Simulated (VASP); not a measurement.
# PbSe (Fm-3m) in VASP: a series of runs

Runs on PbSe. Level: PBEsol. Tasks: electric field gradients.

Everything below comes from runs of VASP 6.6.1. Logs are shortened: lines on timing, memory, paths and dates and some standing lists are left out, and cuts for length are marked.

## (1) The cell of the first run

It takes space group Fm-3m (No. 225, cubic). Conventional cell: a = 6.145 Å, b = 6.145 Å, c = 6.145 Å, α = 90.00°, β = 90.00°, γ = 90.00°. Within 4.0 Å of Pb (site symmetry m-3m) lie 6 Se at 3.07 Å. Within 4.0 Å of Se (site symmetry m-3m) lie 6 Pb at 3.07 Å.

## (2) Electric field gradients, PBEsol (volume scaled by 1.01)

The input, INCAR:

```
PREC = Accurate
ENCUT = 520
EDIFF = 1E-8
ISMEAR = -1
SIGMA = 0.02
LREAL = False
LASPH = True
NELM = 60
ALGO = Normal
ISIF = 2
LWAVE = False
LCHARG = False
GGA = PS
LEFG = True
NBANDS = 17
```

The input, KPOINTS:

```
Automatic mesh
0
Gamma
  7 7 7
```

The input, POSCAR:

```
PbSe
1.0
    0.0000000000      3.0723233306      3.0723233306
    3.0723233306      0.0000000000      3.0723233306
    3.0723233306      3.0723233306      0.0000000000
Pb Se
1 1
Direct
    0.0000000000      0.0000000000      0.0000000000
    0.5000000000      0.5000000000      0.5000000000
```

Potentials or basis: VASP PAW PBE potentials, release 64 (Pb_d, Se).

The run is started by

```sh
$ cat potpaw_PBE.64/Pb_d/POTCAR potpaw_PBE.64/Se/POTCAR > POTCAR
$ mpirun -np 1 vasp_std > vasp.out
```

OUTCAR:

```text
PREC = Accurate
   ENCUT = 520
   EDIFF = 1E-8
   ISMEAR = -1
   LREAL = False
   LASPH = True
   NELM = 60
   ISIF = 2
   GGA = PS

 ion  position               nearest neighbor table
   1  0.000  0.000  0.000-   2 3.07   2 3.07   2 3.07   2 3.07   2 3.07   2 3.07
   2  0.500  0.500  0.500-   1 3.07   1 3.07   1 3.07   1 3.07   1 3.07   1 3.07

  LATTYP: Found a face centered cubic cell.
 ALAT       =     6.1446466612

  Lattice vectors:

 A1 = (   0.0000000000,   3.0723233306,   3.0723233306)
 A2 = (   3.0723233306,   0.0000000000,   3.0723233306)
 A3 = (   3.0723233306,   3.0723233306,   0.0000000000)

Analysis of symmetry for initial positions (statically):
=====================================================================
 Subroutine PRICEL returns:
 Original cell was already a primitive cell.

 Routine SETGRP: Setting up the symmetry group for a
 face centered cubic supercell.

 Subroutine GETGRP returns: Found 48 space group operations
 (whereof 48 operations were pure point group operations)
 out of a pool of 48 trial point group operations.

The static configuration has the point symmetry O_h .

Analysis of symmetry for dynamics (positions and initial velocities):
=====================================================================
 Subroutine PRICEL returns:
 Original cell was already a primitive cell.

 Routine SETGRP: Setting up the symmetry group for a
 face centered cubic supercell.

 Subroutine GETGRP returns: Found 48 space group operations
 (whereof 48 operations were pure point group operations)
 out of a pool of 48 trial point group operations.

The dynamic configuration has the point symmetry O_h .

 Subroutine INISYM returns: Found 48 space group operations
 (whereof 48 operations are pure point group operations),
 and found     1 'primitive' translations

----------------------------------------------------------------------------------------

                                     Primitive cell

  volume of cell :      58.0004

  direct lattice vectors                    reciprocal lattice vectors
     0.000000000  3.072323331  3.072323331    -0.162743288  0.162743288  0.162743288
     3.072323331  0.000000000  3.072323331     0.162743288 -0.162743288  0.162743288
     3.072323331  3.072323331  0.000000000     0.162743288  0.162743288 -0.162743288

  length of vectors
     4.344921322  4.344921322  4.344921322     0.281879643  0.281879643  0.281879643

  position of ions in fractional coordinates (direct lattice)
     0.000000000  0.000000000  0.000000000
     0.500000000  0.500000000  0.500000000

  ion indices of the primitive-cell ions
   primitive index   ion index
                 1           1
                 2           2

----------------------------------------------------------------------------------------

 KPOINTS: Automatic mesh

Automatic generation of k-mesh.
 Grid dimensions read from file:
 generate k-points for:    7    7    7

 Generating k-lattice:

  Cartesian coordinates                     Fractional coordinates (reciprocal lattice)
    -0.023249041  0.023249041  0.023249041     0.142857143  0.000000000  0.000000000
     0.023249041 -0.023249041  0.023249041     0.000000000  0.142857143  0.000000000
     0.023249041  0.023249041 -0.023249041     0.000000000  0.000000000  0.142857143

  Length of vectors
     0.040268520  0.040268520  0.040268520

  Shift w.r.t. Gamma in fractional coordinates (k-lattice)
     0.000000000  0.000000000  0.000000000

 Subroutine IBZKPT returns following result:
 ===========================================

 Found     20 irreducible k-points:

 Following reciprocal coordinates:
            Coordinates               Weight
  0.000000  0.000000  0.000000      1.000000
  0.142857  0.000000  0.000000      8.000000
  0.285714  0.000000  0.000000      8.000000
  0.428571  0.000000  0.000000      8.000000
  0.142857  0.142857  0.000000      6.000000
  0.285714  0.142857  0.000000     24.000000
[... 12 lines left out ...]
 -0.428571  0.428571  0.142857     24.000000
 -0.285714  0.428571  0.142857     24.000000
   k-points           NKPTS =     20   k-points in BZ     NKDIM =     20   number of bands    NBANDS=     17
   number of dos      NEDOS =    301   number of ions     NIONS =      2
   total plane-waves  NPLWV =  32768
   dimension x,y,z NGX =    32 NGY =   32 NGZ =   32
   dimension x,y,z NGXF=    64 NGYF=   64 NGZF=   64
   ions per type =               1   1
   NGX,Y,Z   is equivalent  to a cutoff of  12.24, 12.24, 12.24 a.u.
   NGXF,Y,Z  is equivalent  to a cutoff of  24.49, 24.49, 24.49 a.u.
 SYSTEM =  unknown system
   PREC   = accura    normal or accurate (medium, high low for compatibility)
   ISTART =      0    job   : 0-new  1-cont  2-samecut
   ICHARG =      2    charge: 1-file 2-atom 10-const
   ISPIN  =      1    spin polarized calculation?
   LNONCOLLINEAR =      F non collinear calculations
   LSORBIT =      F    spin-orbit coupling
   LASPH  =      T    aspherical Exc in radial PAW
   ENCUT  =  520.0 eV  38.22 Ry    6.18 a.u.   8.08  8.08  8.08*2*pi/ulx,y,z
   NELM   =     60;   NELMIN=  2; NELMDL= -5     # of ELM steps
   EDIFF  = 0.1E-07   stopping-criterion for ELM
   LREAL  =      F    real-space projection
   EDIFFG = 0.1E-06   stopping-criterion for IOM
   NSW    =      0    number of steps for IOM
   IBRION =     -1    ionic relax: 0-MD 1-quasi-New 2-CG
   NFREE  =      0    steps in history (QN), initial steepest desc. (CG)
   ISIF   =      2    stress and relaxation
   ISYM   =      2    0-nonsym 1-usesym 2-fastsym
   POTIM  = 0.5000    time-step for ionic-motion
   TEBEG  =    0.0;   TEEND  =   0.0 temperature during run
   PSTRESS=    0.0 pullay stress
   NELECT =      20.0000    total number of electrons
   NUPDOWN=      -1.0000    fix difference up-down
   EMIN   =  10.00;   EMAX   =-10.00  energy-range for DOS
   EFERMI =   0.00;   METHOD = LEGACY
   ISMEAR =    -1;   SIGMA  =   0.02  broadening in eV -4-tet -1-fermi 0-gaus
   EFERMI_NEDOS =   21; number of points for ismear=-14 and -15
   IALGO  =     38    algorithm
   IMIX   =      4    mixing-type and parameters
     AMIX     =   0.40;   BMIX     =  1.00
     AMIX_MAG =   1.60;   BMIX_MAG =  1.00
  volume/ion in A,a.u.               =      29.00       195.70
  Fermi-wavevector in a.u.,A,eV,Ry     =   1.147998  2.169402 17.931119  1.317900
  Thomas-Fermi vector in A             =   2.284675
   LORBIT       =      0    0 simple, 1 ext, 2 COOP (PROOUT), +10 PAW based schemes
   GGA     = PS    functional components
   LHFCALC =     F    Hartree Fock is set to
   AEXX    =    0.0000 exact exchange contribution
   IVDW    =     0    specifies the selected vdW correction
   LEPSILON=     F    determine dielectric tensor
   LRPA    =     F    only Hartree local field effects (RPA)
 non-spin polarized calculation
  energy-cutoff  :      520.00
  volume of cell :       58.00
 maximum number of plane-waves:      1584
   NGX = 17   NGY = 17   NGZ = 17

 number of electron      19.9999996 magnetization

 Free energy of the ion-electron system (eV)
  ---------------------------------------------------
  ext. energy  EPLUGINS =         0.00000000
  ---------------------------------------------------
  free energy    TOTEN  =        -8.91594460 eV

  energy without entropy =       -8.91594460  energy(sigma->0) =       -8.91594460

 E-fermi :   4.8986     XC(G=0):  -9.6679

 val. band max:        4.5001342464   @ k =   0.4286   0.0000   0.0000
 cond. band min:       5.3303810033   @ k =   0.4286   0.0000   0.0000
 fundamental gap:      0.8302467568
 Fermi energy:         4.8985635476

 k-point     1 :       0.0000    0.0000    0.0000
  band No.  band energies     occupation
      1     -11.9580      2.00000
      2     -11.9580      2.00000
      3     -11.9580      2.00000
      4     -11.9559      2.00000
      5     -11.9559      2.00000
      6      -8.7426      2.00000
[... 9 lines left out ...]
     16      11.2420      0.00000
     17      12.8065      0.00000

 k-point     2 :       0.1429    0.0000    0.0000
  band No.  band energies     occupation
      1     -11.9609      2.00000
      2     -11.9609      2.00000
      3     -11.9574      2.00000
      4     -11.9516      2.00000
      5     -11.9516      2.00000
      6      -8.5911      2.00000
[... 9 lines left out ...]
     16      11.6773      0.00000
     17      14.1509      0.00000
[... 341 lines left out ...]
 k-point    20 :      -0.2857    0.4286    0.1429
  band No.  band energies     occupation
      1     -12.0408      2.00000
      2     -11.9575      2.00000
      3     -11.9504      2.00000
      4     -11.9391      2.00000
      5     -11.9168      2.00000
      6      -7.3366      2.00000
[... 9 lines left out ...]
     16      16.2907      0.00000
     17      16.7284      0.00000

------------------------ aborting loop because EDIFF is reached ----------------------------------------

  FORCE on cell =-STRESS in cart. coord.  units (eV):
  Direction    XX          YY          ZZ          XY          YZ          ZX
  --------------------------------------------------------------------------------------
  -------------------------------------------------------------------------------------
  Total       -0.4047677     -0.4047677     -0.4047677      0.0000000      0.0000000     -0.0000000
  in kB      -11.1811303    -11.1811303    -11.1811303      0.0000000      0.0000000     -0.0000000
  external PRESSURE =     -11.1811303 kB  Pullay stress =       0.0000000 kB

 VOLUME and BASIS-vectors are now :
 -----------------------------------------------------------------------------
  energy-cutoff  :      520.00
  volume of cell :       58.00
      direct lattice vectors                 reciprocal lattice vectors
     0.000000000  3.072323331  3.072323331    -0.162743288  0.162743288  0.162743288
     3.072323331  0.000000000  3.072323331     0.162743288 -0.162743288  0.162743288
     3.072323331  3.072323331  0.000000000     0.162743288  0.162743288 -0.162743288

 POSITION                                       TOTAL-FORCE (eV/Angst)
 -----------------------------------------------------------------------------------
      0.00000      0.00000      0.00000         0.000000      0.000000     -0.000000
      3.07232      3.07232      3.07232         0.000000      0.000000      0.000000
 -----------------------------------------------------------------------------------
    total drift:                                0.000000     -0.000000     -0.000000

  FREE ENERGIE OF THE ION-ELECTRON SYSTEM (eV)
  ---------------------------------------------------
  free  energy   TOTEN  =        -8.9159446042 eV

  energy  without entropy=       -8.9159446041  energy(sigma->0) =       -8.91594460

 Electric field gradients (V/A^2)
---------------------------------------------------------------------
 ion       V_xx      V_yy      V_zz      V_xy      V_xz      V_yz
---------------------------------------------------------------------
   1       0.000    -0.000     0.000     0.001     0.001     0.001
   2      -0.000     0.000     0.000     0.000     0.000     0.000
---------------------------------------------------------------------

 Electric field gradients after diagonalization (V/A^2)
 (convention: |V_zz| > |V_xx| > |V_yy|)
----------------------------------------------------------------------
 ion       V_xx      V_yy      V_zz     asymmetry (V_yy - V_xx)/ V_zz
----------------------------------------------------------------------
   1      -0.001    -0.001     0.001       0.000
   2      -0.000    -0.000     0.001       0.000
----------------------------------------------------------------------

           NMR quadrupolar parameters

 Cq : quadrupolar parameter    Cq=e*Q*V_zz/h
 eta: asymmetry parameters     (V_yy - V_xx)/ V_zz
 Q  : nuclear electric quadrupole moment in mb (millibarn)
----------------------------------------------------------------------
 ion       Cq(MHz)       eta       Q (mb)
----------------------------------------------------------------------
   1       0.000       0.000       1.000
   2       0.000       0.000       1.000
----------------------------------------------------------------------
```

It took 8.9 s on 1 thread of Intel Xeon 6975P-C (Granite Rapids), shared host; peak memory 0.18 GiB.

What came out:

| Item | Value |
| --- | --- |
| Free energy | -8.9159 eV |
| Pressure | -1.1 GPa |

Caveat: this odd mesh misses L, where the gap lies, so gap, dielectric constants and Born charges aren't listed; without QUAD_EFG the Cq values of the log hold for a quadrupole moment of 1 mb, not for the nuclei; the PAW data sets were made with another functional, which shifts forces and pressure a little; spin-orbit coupling is left out, which moves the levels of the heavy elements.

## (3) Electric field gradients, PBEsol (volume scaled by 0.99)

The input, INCAR:

```
SYSTEM = PbSe
ALGO     = Normal         ! electronic algorithm
EDIFF    = 1E-8           ! SCF threshold, eV
ENCUT    = 520            ! plane-wave cutoff, eV
GGA      = PS             ! functional
ISIF     = 2              ! what is computed and relaxed
ISMEAR   = -1             ! smearing method
LASPH    = .TRUE.         ! aspherical terms in the spheres
LCHARG   = .FALSE.        ! write CHGCAR
LEFG     = .TRUE.       
LREAL    = .FALSE.        ! projectors in reciprocal space
LWAVE    = .FALSE.        ! write WAVECAR
NBANDS   = 17             ! bands
NELM     = 100            ! most SCF steps
PREC     = Accurate       ! precision mode
SIGMA    = 0.02           ! smearing width, eV
```

The input, KPOINTS:

```
k-points
0
G
  7 7 7
  0 0 0
```

The input, POSCAR:

```
PbSe
1.0
    0.0000000000      3.0519086191      3.0519086191
    3.0519086191      0.0000000000      3.0519086191
    3.0519086191      3.0519086191      0.0000000000
Pb Se
1 1
Direct
    0.0000000000      0.0000000000      0.0000000000
    0.5000000000      0.5000000000      0.5000000000
```

Potentials or basis: VASP PAW PBE potentials, release 64 (Pb_d, Se).

The run is started by

```sh
$ cat potpaw_PBE.64/Pb_d/POTCAR potpaw_PBE.64/Se/POTCAR > POTCAR
$ mpirun -np 1 vasp_std > vasp.out
```

OUTCAR:

```text
SYSTEM = PbSe
   EDIFF = 1E-8
   ENCUT = 520
   GGA = PS
   ISIF = 2
   ISMEAR = -1
   LASPH = .TRUE.
   LREAL = .FALSE.
   NELM = 100
   PREC = Accurate

 ion  position               nearest neighbor table
   1  0.000  0.000  0.000-   2 3.05   2 3.05   2 3.05   2 3.05   2 3.05   2 3.05
   2  0.500  0.500  0.500-   1 3.05   1 3.05   1 3.05   1 3.05   1 3.05   1 3.05

  LATTYP: Found a face centered cubic cell.
 ALAT       =     6.1038172382

  Lattice vectors:

 A1 = (   0.0000000000,   3.0519086191,   3.0519086191)
 A2 = (   3.0519086191,   0.0000000000,   3.0519086191)
 A3 = (   3.0519086191,   3.0519086191,   0.0000000000)

Analysis of symmetry for initial positions (statically):
=====================================================================
 Subroutine PRICEL returns:
 Original cell was already a primitive cell.

 Routine SETGRP: Setting up the symmetry group for a
 face centered cubic supercell.

[... 581 lines left out ...]
      direct lattice vectors                 reciprocal lattice vectors
     0.000000000  3.051908619  3.051908619    -0.163831904  0.163831904  0.163831904
     3.051908619  0.000000000  3.051908619     0.163831904 -0.163831904  0.163831904
     3.051908619  3.051908619  0.000000000     0.163831904  0.163831904 -0.163831904

 POSITION                                       TOTAL-FORCE (eV/Angst)
 -----------------------------------------------------------------------------------
      0.00000      0.00000      0.00000         0.000000      0.000000     -0.000000
      3.05191      3.05191      3.05191         0.000000      0.000000      0.000000
 -----------------------------------------------------------------------------------
    total drift:                                0.000000     -0.000000     -0.000000

  FREE ENERGIE OF THE ION-ELECTRON SYSTEM (eV)
  ---------------------------------------------------
  free  energy   TOTEN  =        -8.9200239803 eV

  energy  without entropy=       -8.9200239802  energy(sigma->0) =       -8.92002398

 Electric field gradients (V/A^2)
---------------------------------------------------------------------
 ion       V_xx      V_yy      V_zz      V_xy      V_xz      V_yz
---------------------------------------------------------------------
   1      -0.000     0.000     0.000     0.000     0.000     0.000
   2      -0.000    -0.000    -0.000     0.000     0.000     0.000
---------------------------------------------------------------------

 Electric field gradients after diagonalization (V/A^2)
 (convention: |V_zz| > |V_xx| > |V_yy|)
----------------------------------------------------------------------
 ion       V_xx      V_yy      V_zz     asymmetry (V_yy - V_xx)/ V_zz
----------------------------------------------------------------------
   1      -0.000    -0.000     0.000       0.000
   2      -0.000    -0.000     0.000       0.000
----------------------------------------------------------------------

           NMR quadrupolar parameters

 Cq : quadrupolar parameter    Cq=e*Q*V_zz/h
 eta: asymmetry parameters     (V_yy - V_xx)/ V_zz
 Q  : nuclear electric quadrupole moment in mb (millibarn)
----------------------------------------------------------------------
 ion       Cq(MHz)       eta       Q (mb)
----------------------------------------------------------------------
   1       0.000       0.000       1.000
   2       0.000       0.000       1.000
----------------------------------------------------------------------
```

stdout:

```text
POSCAR found type information on POSCAR PbSe
 POSCAR found :  2 types and       2 ions
 scaLAPACK will be used
 -----------------------------------------------------------------------------
|                                                                             |
|                                                                             |
|     You enforced a specific xc type in the INCAR file but a different       |
|     I HOPE YOU KNOW WHAT YOU ARE DOING!                                     |
|                                                                             |
 -----------------------------------------------------------------------------

 LDA part: xc-table for (Slater+PW92), standard interpolation
 POSCAR, INCAR and KPOINTS ok, starting setup
 FFT: planning ... GRIDC
 FFT: planning ... GRID_SOFT
 FFT: planning ... GRID
 WAVECAR not read
 entering main loop
ion   1

ion   2
```

It took 8.4 s on 1 thread of Intel Xeon 6975P-C (Granite Rapids), shared host; peak memory 0.18 GiB.

Results:

- Free energy: -8.9200 eV
- Pressure: -0.1 GPa

Caveat: this odd mesh misses L, where the gap lies, so gap, dielectric constants and Born charges aren't listed; without QUAD_EFG the Cq values of the log hold for a quadrupole moment of 1 mb, not for the nuclei; the PAW data sets were made with another functional, which shifts forces and pressure a little; spin-orbit coupling is left out, which moves the levels of the heavy elements.

(Part 1 of 2 ends here.)
